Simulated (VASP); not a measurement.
# RuSe (Pm-3m) in VASP: single point with r2SCAN+U

Aim: the single point of RuSe with r2SCAN+U.

Everything below comes from runs of VASP 6.6.1. Logs are shortened: lines on timing, memory, paths and dates and some standing lists are left out, and cuts for length are marked.

**1. The cell of the first run**

It takes space group Pm-3m (No. 221, cubic). Conventional cell: a = 3.188 Å, b = 3.188 Å, c = 3.188 Å, α = 90.00°, β = 90.00°, γ = 90.00°. Within 3.6 Å of Ru (site symmetry m-3m) lie 8 Se at 2.76 Å and 6 Ru at 3.19 Å. Se (site symmetry m-3m) has 8 Ru at 2.76 Å and 6 Se at 3.19 Å within 3.6 Å.

**2. Single point, r2SCAN+U, collinear spin, ferromagnetic start**

The input, POSCAR:

```
RuSe
1.0
    3.1876923100      0.0000000000      0.0000000000
    0.0000000000      3.1876923100      0.0000000000
    0.0000000000      0.0000000000      3.1876923100
Ru Se
1 1
Direct
    0.0000000000      0.0000000000      0.0000000000
    0.5000000000      0.5000000000      0.5000000000
```

The input, INCAR.step1:

```
SYSTEM = RuSe
PREC = Accurate
ENCUT = 520
ISMEAR = 0
SIGMA = 0.05
LREAL = .FALSE.
LASPH = .TRUE.
NELM = 150
ISPIN = 2
MAGMOM = 4 0
LMAXMIX = 4
LDAU = .TRUE.
LDAUTYPE = 2
LDAUL = 2 -1
LDAUU = 2 0
LDAUJ = 0 0
NBANDS = 21
GGA = PE
ALGO = Normal
EDIFF = 1E-4
LWAVE = .TRUE.
LCHARG = .FALSE.
```

The input, INCAR.step2:

```
SYSTEM = RuSe
PREC = Accurate
ENCUT = 520
EDIFF = 1E-6
ISMEAR = 0
SIGMA = 0.05
LREAL = .FALSE.
LASPH = .TRUE.
NELM = 150
ALGO = Normal
ISIF = 2
LWAVE = .FALSE.
LCHARG = .TRUE.
ISPIN = 2
MAGMOM = 4 0
LORBIT = 11
LMAXMIX = 4
LDAU = .TRUE.
LDAUTYPE = 2
LDAUL = 2 -1
LDAUU = 2 0
LDAUJ = 0 0
LDAUPRINT = 1
METAGGA = R2SCAN
LMIXTAU = .TRUE.
LELF = .TRUE.
LVHAR = .TRUE.
NBANDS = 21
ISTART = 1
```

The input, KPOINTS:

```
Automatic mesh
0
G
  6 6 6
  0 0 0
```

Potentials or basis: VASP PAW PBE potentials, release 64 (Ru_pv, Se).

The run is started by

```sh
cat potpaw_PBE.64/Ru_pv/POTCAR potpaw_PBE.64/Se/POTCAR > POTCAR
cp INCAR.step1 INCAR
mpirun -np 1 vasp_std > vasp.out
cp INCAR.step2 INCAR
mpirun -np 1 vasp_std > vasp.out
```

OUTCAR:

```text
SYSTEM = RuSe
   PREC = Accurate
   ENCUT = 520
   EDIFF = 1E-6
   ISMEAR = 0
   LREAL = .FALSE.
   LASPH = .TRUE.
   NELM = 150
   ISIF = 2
   ISPIN = 2
   LORBIT = 11
   METAGGA = R2SCAN
   ISTART = 1

 ion  position               nearest neighbor table
   1  0.000  0.000  0.000-   2 2.76   2 2.76   2 2.76   2 2.76   2 2.76   2 2.76   2 2.76   2 2.76

   2  0.500  0.500  0.500-   1 2.76   1 2.76   1 2.76   1 2.76   1 2.76   1 2.76   1 2.76   1 2.76

  LATTYP: Found a simple cubic cell.
 ALAT       =     3.1876923100

  Lattice vectors:

 A1 = (   3.1876923100,   0.0000000000,   0.0000000000)
 A2 = (   0.0000000000,   3.1876923100,   0.0000000000)
 A3 = (   0.0000000000,   0.0000000000,   3.1876923100)

Analysis of symmetry for initial positions (statically):
=====================================================================
 Subroutine PRICEL returns:
 Original cell was already a primitive cell.

 Routine SETGRP: Setting up the symmetry group for a
 simple cubic supercell.

 Subroutine GETGRP returns: Found 48 space group operations
[... 9 lines left out ...]

 Routine SETGRP: Setting up the symmetry group for a
 simple cubic supercell.

 Subroutine GETGRP returns: Found 48 space group operations
 (whereof 48 operations were pure point group operations)
 out of a pool of 48 trial point group operations.

The dynamic configuration has the point symmetry O_h .

Analysis of structural, dynamic, and magnetic symmetry:
=====================================================================
 Subroutine PRICEL returns:
 Original cell was already a primitive cell.

 Routine SETGRP: Setting up the symmetry group for a
 simple cubic supercell.

 Subroutine GETGRP returns: Found 48 space group operations
 (whereof 48 operations were pure point group operations)
 out of a pool of 48 trial point group operations.

The overall configuration has the point symmetry O_h .

 Subroutine INISYM returns: Found 48 space group operations
[... 5 lines left out ...]
                                     Primitive cell

  volume of cell :      32.3914

  direct lattice vectors                    reciprocal lattice vectors
     3.187692310  0.000000000  0.000000000     0.313706563  0.000000000  0.000000000
     0.000000000  3.187692310  0.000000000     0.000000000  0.313706563  0.000000000
     0.000000000  0.000000000  3.187692310     0.000000000  0.000000000  0.313706563

  length of vectors
[... 147 lines left out ...]
  o =  0.7086  v =  1.0000  0.0000  0.0000  0.0000  0.0000  0.0000  0.0000  0.0000  0.0000  0.0000      0.0000  0.0000  0.0000  0.0000  0.0000  0.0000  0.0000  0.0000  0.0000  0.0000
  o =  0.7086  v =  0.0000 -0.4529  0.0000  0.8915  0.0000  0.0000  0.0000  0.0000  0.0000  0.0000      0.0000  0.0000  0.0000  0.0000  0.0000  0.0000  0.0000  0.0000  0.0000  0.0000
  o =  0.7086  v =  0.0000  0.8915 -0.0000  0.4529  0.0000  0.0000  0.0000  0.0000  0.0000  0.0000      0.0000  0.0000  0.0000  0.0000  0.0000  0.0000  0.0000  0.0000  0.0000  0.0000
  o =  0.8522  v =  0.0000  0.0000 -0.0837  0.0000 -0.9965  0.0000  0.0000  0.0000  0.0000  0.0000      0.0000  0.0000  0.0000  0.0000  0.0000  0.0000  0.0000  0.0000  0.0000  0.0000
  o =  0.8522  v =  0.0000  0.0000  0.9965  0.0000 -0.0837  0.0000  0.0000  0.0000  0.0000  0.0000      0.0000  0.0000  0.0000  0.0000  0.0000  0.0000  0.0000  0.0000  0.0000  0.0000

 number of electron      19.9999993 magnetization       1.4485359

 Free energy of the ion-electron system (eV)
  ---------------------------------------------------
  ext. energy  EPLUGINS =         0.00000000
  ---------------------------------------------------
  free energy    TOTEN  =       -36.81474536 eV

  energy without entropy =      -36.81356947  energy(sigma->0) =      -36.81415742

 E-fermi :   9.3079     XC(G=0): -13.0809

 val. band max:        9.2802751292   @ k =   0.5000   0.5000   0.0000
 cond. band min:       9.3253981069   @ k =   0.1667   0.0000   0.0000
 fundamental gap:      0.0451229777
 Fermi energy:         9.3079208096

 spin component 1

 k-point     1 :       0.0000    0.0000    0.0000
  band No.  band energies     occupation
      1     -35.0988      1.00000
      2     -35.0988      1.00000
      3     -35.0988      1.00000
      4      -7.2375      1.00000
      5       4.6928      1.00000
      6       4.6928      1.00000
[... 469 lines left out ...]
     20      32.9614      0.00000
     21      32.9614      0.00000
 Fermi energy:         9.3079208096

 spin component 2

 k-point     1 :       0.0000    0.0000    0.0000
  band No.  band energies     occupation
      1     -33.5409      1.00000
      2     -33.5409      1.00000
      3     -33.5409      1.00000
      4      -7.3200      1.00000
      5       6.5211      1.00000
      6       6.5211      1.00000
[... 469 lines left out ...]
     20      33.1379      0.00000
     21      33.1379      0.00000

------------------------ aborting loop because EDIFF is reached ----------------------------------------

  FORCE on cell =-STRESS in cart. coord.  units (eV):
  Direction    XX          YY          ZZ          XY          YZ          ZX
  --------------------------------------------------------------------------------------
  -------------------------------------------------------------------------------------
  Total       -1.5173518     -1.5173518     -1.5173518      0.0000000      0.0000000     -0.0000000
  in kB      -75.0529372    -75.0529372    -75.0529372      0.0000000      0.0000000     -0.0000000
  external PRESSURE =     -75.0529372 kB  Pullay stress =       0.0000000 kB

 VOLUME and BASIS-vectors are now :
 -----------------------------------------------------------------------------
  energy-cutoff  :      520.00
  volume of cell :       32.39
      direct lattice vectors                 reciprocal lattice vectors
     3.187692310  0.000000000  0.000000000     0.313706563  0.000000000  0.000000000
     0.000000000  3.187692310  0.000000000     0.000000000  0.313706563  0.000000000
     0.000000000  0.000000000  3.187692310     0.000000000  0.000000000  0.313706563

 POSITION                                       TOTAL-FORCE (eV/Angst)
 -----------------------------------------------------------------------------------
      0.00000      0.00000      0.00000         0.000000      0.000000      0.000000
      1.59385      1.59385      1.59385         0.000000      0.000000      0.000000
 -----------------------------------------------------------------------------------
    total drift:                                0.000000      0.000000      0.000000

  FREE ENERGIE OF THE ION-ELECTRON SYSTEM (eV)
  ---------------------------------------------------
  free  energy   TOTEN  =       -36.8147453612 eV

  energy  without entropy=      -36.8135694705  energy(sigma->0) =      -36.81415742

 total charge

# of ion       s       p       d       tot
------------------------------------------
    1        0.222   6.145   6.097  12.465
    2        1.496   2.205   0.108   3.810
--------------------------------------------------
tot          1.718   8.351   6.206  16.274

 magnetization (x)

# of ion       s       p       d       tot
------------------------------------------
    1       -0.002   0.002   1.513   1.514
    2        0.032  -0.039  -0.012  -0.019
--------------------------------------------------
tot          0.030  -0.036   1.501   1.495
```

OUTCAR.step1:

```text
SYSTEM = RuSe
   PREC = Accurate
   ENCUT = 520
   ISMEAR = 0
   LREAL = .FALSE.
   LASPH = .TRUE.
[... 1200 lines left out ...]
      0.00000      0.00000      0.00000         0.000000      0.000000      0.000000
      1.59385      1.59385      1.59385         0.000000      0.000000      0.000000
 -----------------------------------------------------------------------------------
    total drift:                                0.000000      0.000000      0.000000

  FREE ENERGIE OF THE ION-ELECTRON SYSTEM (eV)
  ---------------------------------------------------
  free  energy   TOTEN  =        -9.7910584586 eV

  energy  without entropy=       -9.7892786983  energy(sigma->0) =       -9.79016858
```

OSZICAR.step1:

```text
N       E                     dE             d eps       ncg     rms          rms(c)
DAV:   1     0.164267133398E+03    0.16427E+03   -0.10741E+04  1680   0.927E+02
DAV:   2    -0.481409187969E+01   -0.16908E+03   -0.16259E+03  1835   0.278E+02
DAV:   3    -0.929293825981E+01   -0.44788E+01   -0.44306E+01  2025   0.459E+01
DAV:   4    -0.931022355584E+01   -0.17285E-01   -0.17283E-01  1965   0.311E+00
DAV:   5    -0.931029229602E+01   -0.68740E-04   -0.68739E-04  1940   0.198E-01    0.142E+01
DAV:   6    -0.975723429496E+01   -0.44694E+00   -0.11164E+00  1820   0.875E+00    0.551E+00
DAV:   7    -0.978186609590E+01   -0.24632E-01   -0.28422E-01  1813   0.492E+00    0.352E+00
DAV:   8    -0.978975074923E+01   -0.78847E-02   -0.81797E-02  1905   0.166E+00    0.136E+00
DAV:   9    -0.979050300766E+01   -0.75226E-03   -0.69446E-03  1910   0.543E-01    0.421E-01
DAV:  10    -0.979093406536E+01   -0.43106E-03   -0.41930E-04  1875   0.144E-01    0.161E-01
DAV:  11    -0.979105446722E+01   -0.12040E-03   -0.19197E-04  1689   0.934E-02    0.552E-02
DAV:  12    -0.979105845864E+01   -0.39914E-05   -0.24522E-05   950   0.297E-02
   1 F= -.97910585E+01 E0= -.97901686E+01  d E =-.177976E-02  mag=     1.2639
```

It took 72 s on 1 thread of AMD EPYC 7R13 (Zen 3), shared host; peak memory 0.14 GiB.

Results:

```yaml
Free_energy: -36.8147 eV
Pressure: -7.5 GPa
Net_moment: 1.45 μB per cell
Site_moments: Ru +1.51; Se -0.02 μB
Valence_electrons_inside_the_program's_atomic_spheres: Ru 12.46; Se 3.81
```

Eigenvalues of the final occupation matrices:
```tsv
site	spin	trace	eigenvalues
site 1 d	1	3.83	0.71 0.71 0.71 0.85 0.85
site 1 d	2	2.31	0.45 0.45 0.47 0.47 0.47
```

Caveat: the PAW data sets were made with another functional, which shifts forces and pressure a little.
